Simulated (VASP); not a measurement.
# KBr (Fm-3m) in VASP: a series of runs, part 2 of 2

VASP 6.6.1. Earlier steps stand in the parts before.

## Step 4: Single point, r2SCAN

This run uses another cell than the first one, of 26.73 Å³/atom.

POSCAR

```
KBr
1.0
    2.9901052876      2.9901052876      0.0000000000
   -2.9901052876      2.9901052876      0.0000000000
    0.0000000000      2.9901052876      2.9901052876
K Br
1 1
Direct
    0.0000000000      0.0000000000      0.0000000000
    0.5000000000      0.5000000000      0.0000000000
```

INCAR.step1

```
SYSTEM = KBr
PREC     = Accurate       ! precision mode
ENCUT    = 520            ! plane-wave cutoff, eV
ISMEAR   = 0              ! smearing method
SIGMA    = 0.01           ! smearing width, eV
LREAL    = .False.        ! projectors in reciprocal space
LASPH    = .True.         ! aspherical terms in the spheres
NELM     = 100            ! most SCF steps
NBANDS   = 15             ! bands
GGA      = PE             ! functional
ALGO     = Normal         ! electronic algorithm
EDIFF    = 1E-4           ! SCF threshold, eV
LWAVE    = .True.         ! write WAVECAR
LCHARG   = .False.        ! write CHGCAR
```

INCAR.step2

```
SYSTEM = KBr
PREC     = Accurate       ! precision mode
ENCUT    = 520            ! plane-wave cutoff, eV
EDIFF    = 1E-7           ! SCF threshold, eV
ISMEAR   = 0              ! smearing method
SIGMA    = 0.01           ! smearing width, eV
LREAL    = .False.        ! projectors in reciprocal space
LASPH    = .True.         ! aspherical terms in the spheres
NELM     = 100            ! most SCF steps
ALGO     = Normal         ! electronic algorithm
ISIF     = 2              ! what is computed and relaxed
LWAVE    = .False.        ! write WAVECAR
LCHARG   = .False.        ! write CHGCAR
METAGGA  = R2SCAN         ! meta-GGA
LMIXTAU  = .True.       
NBANDS   = 15             ! bands
ISTART   = 1
```

KPOINTS

```
regular mesh
0
Gamma
  6 6 6
  0 0 0
```

Potentials or basis: VASP PAW PBE potentials, release 64 (K_sv, Br).

Started as:

```sh
$ cat potpaw_PBE.64/K_sv/POTCAR potpaw_PBE.64/Br/POTCAR > POTCAR
$ cp INCAR.step1 INCAR
$ mpirun -np 1 vasp_std > vasp.out
$ cp INCAR.step2 INCAR
$ mpirun -np 1 vasp_std > vasp.out
```

OUTCAR:

```text
SYSTEM = KBr
   PREC = Accurate
   ENCUT = 520
   EDIFF = 1E-7
   ISMEAR = 0
   LREAL = .False.
   LASPH = .True.
   NELM = 100
   ISIF = 2
   METAGGA = R2SCAN
   ISTART = 1

 ion  position               nearest neighbor table
   1  0.000  0.000  0.000-   2 2.99   2 2.99   2 2.99   2 2.99   2 2.99   2 2.99
   2  0.500  0.500  0.000-   1 2.99   1 2.99   1 2.99   1 2.99   1 2.99   1 2.99

  LATTYP: Found a face centered cubic cell.
 ALAT       =     5.9802105752

  Lattice vectors:

 A1 = (   0.0000000000,   2.9901052876,   2.9901052876)
 A2 = (   2.9901052876,   0.0000000000,   2.9901052876)
 A3 = (   2.9901052876,   2.9901052876,   0.0000000000)

Analysis of symmetry for initial positions (statically):
=====================================================================
 Subroutine PRICEL returns:
 Original cell was already a primitive cell.

 Routine SETGRP: Setting up the symmetry group for a
 face centered cubic supercell.

 Subroutine GETGRP returns: Found 48 space group operations
 (whereof 48 operations were pure point group operations)
 out of a pool of 48 trial point group operations.

The static configuration has the point symmetry O_h .

Analysis of symmetry for dynamics (positions and initial velocities):
=====================================================================
 Subroutine PRICEL returns:
 Original cell was already a primitive cell.

 Routine SETGRP: Setting up the symmetry group for a
 face centered cubic supercell.

 Subroutine GETGRP returns: Found 48 space group operations
 (whereof 48 operations were pure point group operations)
 out of a pool of 48 trial point group operations.

The dynamic configuration has the point symmetry O_h .

 Subroutine INISYM returns: Found 48 space group operations
 (whereof 48 operations are pure point group operations),
 and found     1 'primitive' translations

----------------------------------------------------------------------------------------

                                     Primitive cell

  volume of cell :      53.4674
[... 109 lines left out ...]
   LEPSILON=     F    determine dielectric tensor
   LRPA    =     F    only Hartree local field effects (RPA)
 non-spin polarized calculation
 Gauss-broadening in eV      SIGMA  =   0.01
  energy-cutoff  :      520.00
  volume of cell :       53.47
 maximum number of plane-waves:      1459
   NGX = 15   NGY = 15   NGZ = 15

 number of electron      16.0000002 magnetization

 Free energy of the ion-electron system (eV)
  ---------------------------------------------------
  ext. energy  EPLUGINS =         0.00000000
  ---------------------------------------------------
  free energy    TOTEN  =       -22.80671167 eV

  energy without entropy =      -22.80671167  energy(sigma->0) =      -22.80671167

 E-fermi :  -0.5718     XC(G=0):  -9.0958

 val. band max:       -0.6663808774   @ k =   0.0000   0.0000   0.0000
 cond. band min:       5.1261091580   @ k =   0.5000   0.5000   0.0000
 fundamental gap:      5.7924900353
 Fermi energy:        -0.5717860127

 k-point     1 :       0.0000    0.0000    0.0000
  band No.  band energies     occupation
      1     -29.0782      2.00000
      2     -13.8911      2.00000
      3     -11.8095      2.00000
      4     -11.8095      2.00000
      5     -11.8095      2.00000
      6      -0.6664      2.00000
      7      -0.6664      2.00000
      8      -0.6664      2.00000
      9       5.4585      0.00000
     10       7.4146      0.00000
     11       7.4147      0.00000
     12       7.4147      0.00000
     13       8.6049      0.00000
     14       8.6049      0.00000
[... 257 lines left out ...]
      2     -13.8373      2.00000
      3     -12.0578      2.00000
      4     -11.9678      2.00000
      5     -11.6722      2.00000
      6      -1.6633      2.00000
      7      -1.4669      2.00000
      8      -1.3094      2.00000
      9       6.2469      0.00000
     10       8.8934      0.00000
     11       9.3208      0.00000
     12      10.5709      0.00000
     13      11.1065      0.00000
     14      11.7973      0.00000
     15      13.0052      0.00000

------------------------ aborting loop because EDIFF is reached ----------------------------------------

  FORCE on cell =-STRESS in cart. coord.  units (eV):
  Direction    XX          YY          ZZ          XY          YZ          ZX
  --------------------------------------------------------------------------------------
  -------------------------------------------------------------------------------------
  Total        3.3670204      3.3670204      3.3670204     -0.0000000     -0.0000000      0.0000000
  in kB      100.8943589    100.8943589    100.8943589     -0.0000000     -0.0000000      0.0000000
  external PRESSURE =     100.8943589 kB  Pullay stress =       0.0000000 kB

 VOLUME and BASIS-vectors are now :
 -----------------------------------------------------------------------------
  energy-cutoff  :      520.00
  volume of cell :       53.47
      direct lattice vectors                 reciprocal lattice vectors
     2.990105288  2.990105288  0.000000000     0.167218192  0.167218192 -0.167218192
    -2.990105288  2.990105288  0.000000000    -0.167218192  0.167218192 -0.167218192
     0.000000000  2.990105288  2.990105288     0.000000000  0.000000000  0.334436384

 POSITION                                       TOTAL-FORCE (eV/Angst)
 -----------------------------------------------------------------------------------
      0.00000      0.00000      0.00000        -0.000000      0.000000      0.000000
      0.00000      2.99011      0.00000         0.000000     -0.000000      0.000000
 -----------------------------------------------------------------------------------
    total drift:                                0.000000     -0.000000     -0.000000

  FREE ENERGIE OF THE ION-ELECTRON SYSTEM (eV)
  ---------------------------------------------------
  free  energy   TOTEN  =       -22.8067116662 eV

  energy  without entropy=      -22.8067116662  energy(sigma->0) =      -22.80671167
```

OUTCAR.step1:

```text
SYSTEM = KBr
   PREC = Accurate
   ENCUT = 520
   ISMEAR = 0
   LREAL = .False.
   LASPH = .True.
[... 498 lines left out ...]
      0.00000      0.00000      0.00000        -0.000000     -0.000000      0.000000
      0.00000      2.99011      0.00000         0.000000      0.000000      0.000000
 -----------------------------------------------------------------------------------
    total drift:                                0.000000     -0.000000     -0.000000

  FREE ENERGIE OF THE ION-ELECTRON SYSTEM (eV)
  ---------------------------------------------------
  free  energy   TOTEN  =        -5.6909204349 eV

  energy  without entropy=       -5.6909204349  energy(sigma->0) =       -5.69092043
```

OSZICAR.step1:

```text
N       E                     dE             d eps       ncg     rms          rms(c)
DAV:   1     0.106521504161E+03    0.10652E+03   -0.74205E+03   480   0.989E+02
DAV:   2    -0.339731773606E-01   -0.10656E+03   -0.97696E+02   621   0.241E+02
DAV:   3    -0.563151457451E+01   -0.55975E+01   -0.55692E+01   656   0.498E+01
DAV:   4    -0.583130882660E+01   -0.19979E+00   -0.19973E+00   715   0.815E+00
DAV:   5    -0.583295808774E+01   -0.16493E-02   -0.16492E-02   663   0.780E-01    0.595E+00
DAV:   6    -0.569330940389E+01    0.13965E+00   -0.17220E-01   550   0.236E+00    0.423E+00
DAV:   7    -0.568655747029E+01    0.67519E-02   -0.11776E-01   634   0.204E+00    0.135E+00
DAV:   8    -0.569024764000E+01   -0.36902E-02   -0.12250E-02   503   0.899E-01    0.137E-01
DAV:   9    -0.569061860637E+01   -0.37097E-03   -0.45468E-04   641   0.145E-01    0.789E-02
DAV:  10    -0.569090860103E+01   -0.28999E-03   -0.30412E-04   522   0.110E-01    0.221E-02
DAV:  11    -0.569092043489E+01   -0.11834E-04   -0.21531E-05   464   0.416E-02
   1 F= -.56909204E+01 E0= -.56909204E+01  d E =-.894638E-12
```

Run time: 38 s. Hardware: 1 thread of AMD EPYC 9R45 (Zen 5), shared host; peak memory 0.16 GiB.

Results:

- Free energy: -22.8067 eV
- Pressure: 10.1 GPa
- Band gap on the k mesh: 5.79 eV (least direct gap 6.12 eV)

Levels at points of the mesh, in eV from the valence-band top:
| k point | band 4 | band 5 | band 6 | band 7 | band 8 | band 9 | band 10 | band 11 | band 12 | band 13 |
| --- | --- | --- | --- | --- | --- | --- | --- | --- | --- | --- |
| (0.00, 0.00, 0.00) | -11.14 | -11.14 | 0.00 | 0.00 | 0.00 | 6.12 | 8.08 | 8.08 | 8.08 | 9.27 |
| (0.50, 0.00, 0.00) | -11.15 | -10.60 | -1.89 | -0.67 | -0.67 | 7.74 | 9.86 | 11.21 | 11.21 | 11.73 |
| (0.50, 0.50, 0.00) | -11.26 | -11.26 | -1.12 | -0.38 | -0.38 | 5.79 | 9.26 | 10.54 | 11.66 | 12.01 |

Caveat: the cell stands under pressure; the PAW data sets were made with another functional, which shifts forces and pressure a little.

## Step 5: Single point, r2SCAN

This run uses another cell than the first one, of 28.33 Å³/atom.

POSCAR

```
KBr
1.0
    3.0485711900      3.0485711900      0.0000000000
   -3.0485711900      3.0485711900      0.0000000000
    0.0000000000      3.0485711900      3.0485711900
K Br
1 1
Direct
    0.0000000000      0.0000000000      0.0000000000
    0.5000000000      0.5000000000      0.0000000000
```

INCAR.step1

```
PREC = Accurate
ENCUT = 520
ISMEAR = 0
SIGMA = 0.01
LREAL = False
LASPH = True
NELM = 100
NBANDS = 15
GGA = PE
ALGO = Normal
EDIFF = 1E-4
LWAVE = True
LCHARG = False
```

INCAR.step2

```
PREC = Accurate
ENCUT = 520
EDIFF = 1E-6
ISMEAR = 0
SIGMA = 0.01
LREAL = False
LASPH = True
NELM = 100
ALGO = Normal
ISIF = 2
LWAVE = False
LCHARG = True
METAGGA = R2SCAN
LMIXTAU = True
LELF = True
LVHAR = True
NBANDS = 15
ISTART = 1
```

KPOINTS

```
regular mesh
0
Gamma
  6 6 6
```

Potentials or basis: VASP PAW PBE potentials, release 64 (K_sv, Br).

Started as:

```sh
$ cat potpaw_PBE.64/K_sv/POTCAR potpaw_PBE.64/Br/POTCAR > POTCAR
$ cp INCAR.step1 INCAR
$ mpirun -np 1 vasp_std > vasp.out
$ cp INCAR.step2 INCAR
$ mpirun -np 1 vasp_std > vasp.out
```

OUTCAR:

```text
PREC = Accurate
   ENCUT = 520
   EDIFF = 1E-6
   ISMEAR = 0
   LREAL = False
   LASPH = True
   NELM = 100
   ISIF = 2
   METAGGA = R2SCAN
   ISTART = 1

 ion  position               nearest neighbor table
   1  0.000  0.000  0.000-   2 3.05   2 3.05   2 3.05   2 3.05   2 3.05   2 3.05
   2  0.500  0.500  0.000-   1 3.05   1 3.05   1 3.05   1 3.05   1 3.05   1 3.05

  LATTYP: Found a face centered cubic cell.
 ALAT       =     6.0971423800

  Lattice vectors:

[... 465 lines left out ...]

  FORCE on cell =-STRESS in cart. coord.  units (eV):
  Direction    XX          YY          ZZ          XY          YZ          ZX
  --------------------------------------------------------------------------------------
  -------------------------------------------------------------------------------------
  Total        2.4932090      2.4932090      2.4932090      0.0000000      0.0000000      0.0000000
  in kB       70.4936916     70.4936916     70.4936916      0.0000000      0.0000000      0.0000000
  external PRESSURE =      70.4936916 kB  Pullay stress =       0.0000000 kB

 VOLUME and BASIS-vectors are now :
 -----------------------------------------------------------------------------
  energy-cutoff  :      520.00
  volume of cell :       56.67
      direct lattice vectors                 reciprocal lattice vectors
     3.048571190  3.048571190  0.000000000     0.164011259  0.164011259 -0.164011259
    -3.048571190  3.048571190  0.000000000    -0.164011259  0.164011259 -0.164011259
     0.000000000  3.048571190  3.048571190     0.000000000  0.000000000  0.328022519

 POSITION                                       TOTAL-FORCE (eV/Angst)
 -----------------------------------------------------------------------------------
      0.00000      0.00000      0.00000        -0.000000     -0.000000      0.000000
      0.00000      3.04857      0.00000         0.000000      0.000000      0.000000
 -----------------------------------------------------------------------------------
    total drift:                                0.000000     -0.000000     -0.000000

  FREE ENERGIE OF THE ION-ELECTRON SYSTEM (eV)
  ---------------------------------------------------
  free  energy   TOTEN  =       -22.9771603499 eV

  energy  without entropy=      -22.9771603499  energy(sigma->0) =      -22.97716035
```

OUTCAR.step1:

```text
PREC = Accurate
   ENCUT = 520
   ISMEAR = 0
   LREAL = False
   LASPH = True
[... 498 lines left out ...]
      0.00000      0.00000      0.00000        -0.000000      0.000000      0.000000
      0.00000      3.04857      0.00000         0.000000     -0.000000      0.000000
 -----------------------------------------------------------------------------------
    total drift:                                0.000000     -0.000000     -0.000000

  FREE ENERGIE OF THE ION-ELECTRON SYSTEM (eV)
  ---------------------------------------------------
  free  energy   TOTEN  =        -5.8751390974 eV

  energy  without entropy=       -5.8751390974  energy(sigma->0) =       -5.87513910
```

OSZICAR.step1:

```text
N       E                     dE             d eps       ncg     rms          rms(c)
DAV:   1     0.100341164759E+03    0.10034E+03   -0.72076E+03   480   0.970E+02
DAV:   2    -0.579665139837E+00   -0.10092E+03   -0.91496E+02   628   0.238E+02
DAV:   3    -0.581008112243E+01   -0.52304E+01   -0.51992E+01   670   0.474E+01
DAV:   4    -0.601648370663E+01   -0.20640E+00   -0.20636E+00   699   0.815E+00
DAV:   5    -0.601818897084E+01   -0.17053E-02   -0.17052E-02   670   0.810E-01    0.516E+00
DAV:   6    -0.587657303653E+01    0.14162E+00   -0.17752E-01   564   0.231E+00    0.371E+00
DAV:   7    -0.586950487540E+01    0.70682E-02   -0.11202E-01   613   0.195E+00    0.130E+00
DAV:   8    -0.587437249422E+01   -0.48676E-02   -0.10989E-02   517   0.850E-01    0.126E-01
DAV:   9    -0.587483342313E+01   -0.46093E-03   -0.46372E-04   641   0.145E-01    0.752E-02
DAV:  10    -0.587512388482E+01   -0.29046E-03   -0.28801E-04   494   0.103E-01    0.160E-02
DAV:  11    -0.587513909735E+01   -0.15213E-04   -0.21158E-05   450   0.379E-02
   1 F= -.58751391E+01 E0= -.58751391E+01  d E =-.508913E-17
```

Run time: 38 s. Hardware: 1 thread of AMD EPYC 9R45 (Zen 5), shared host; peak memory 0.15 GiB.

Results:

| Property | Result |
| --- | --- |
| Free energy | -22.9772 eV |
| Pressure | 7.0 GPa |
| Band gap on the k mesh | 5.88 eV |

Caveat: the cell stands under pressure; the PAW data sets were made with another functional, which shifts forces and pressure a little.

## Step 6: Summary

| cell | gap on the mesh (eV) | pressure (GPa) |
| --- | --- | --- |
| a = 4.124 Å, angles 60.0, 60.0, 90.0°, 2 atoms | 5.57 | 15.1 |
| a = 4.229 Å, angles 60.0, 60.0, 90.0°, 2 atoms | 5.79 | 10.1 |
| a = 4.311 Å, angles 60.0, 60.0, 90.0°, 2 atoms | 5.88 | 7.0 |

Alike in all rows: task single point; level r2SCAN; potentials or basis VASP PAW PBE potentials, release 64 (K_sv, Br); no spin polarisation; k mesh 6 × 6 × 6; cutoff (eV) 520; smearing gaussian 0.01 eV.

Caveats: the cell stands under pressure; the PAW data sets were made with another functional, which shifts forces and pressure a little.

Total energies depend on the potentials used, so only differences within one code and one set of settings carry meaning.
